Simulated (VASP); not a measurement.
Here is a VASP 6.6.1 calculation.

File INCAR:

```
PREC = Accurate ; ENCUT = 600
EDIFF = 1E-6 ; ISMEAR = -1
SIGMA = 0.1 ; LREAL = F
LASPH = T ; NELM = 100
ALGO = Normal ; ISIF = 3
LWAVE = F ; LCHARG = F
GGA = CA ; IBRION = 2
NSW = 60 ; EDIFFG = -0.005
PSTRESS = 110.0
```

File KPOINTS:

```
regular mesh
0
Gamma
  10 10 10
```

The input POSCAR:

```
Rb
1.0
    0.0000000000      3.2517585623      3.2517585623
    3.2517585623      0.0000000000      3.2517585623
    3.2517585623      3.2517585623      0.0000000000
Rb
2
Direct
   -0.1250000000     -0.1250000000     -0.1250000000
    0.1250000000      0.1250000000      0.1250000000
```

Potentials or basis: VASP PAW LDA potentials, release 64 (Rb_sv).

The run is started by

```sh
$ cat potpaw_LDA.64/Rb_sv/POTCAR > POTCAR
$ mpirun -np 1 vasp_std > vasp.out
```

Predict the relaxed cell.

a = 4.685 Å, b = 4.685 Å, c = 4.685 Å, α = 60.00°, β = 60.00°, γ = 60.00°.

Estimate the relaxed volume.

36.36 Å³/atom.

Predict the band gap on the k mesh.

zero (bands 9 and 10 overlap by 0.38 eV).

Predict the space group after relaxing (to 0.1 Å).

Fd-3m (No. 227).

Step by step:
```csv
step,energy change (eV),largest force (eV/Å),pressure (GPa),volume (Å³)
1,0.0000,0.0000,13.50,68.77
2,-0.4017,0.0000,10.20,74.25
3,-0.3003,0.0000,11.01,72.71
```

Caveat: the cell is relaxed towards a set pressure, so the run minimises the enthalpy, not the energy.
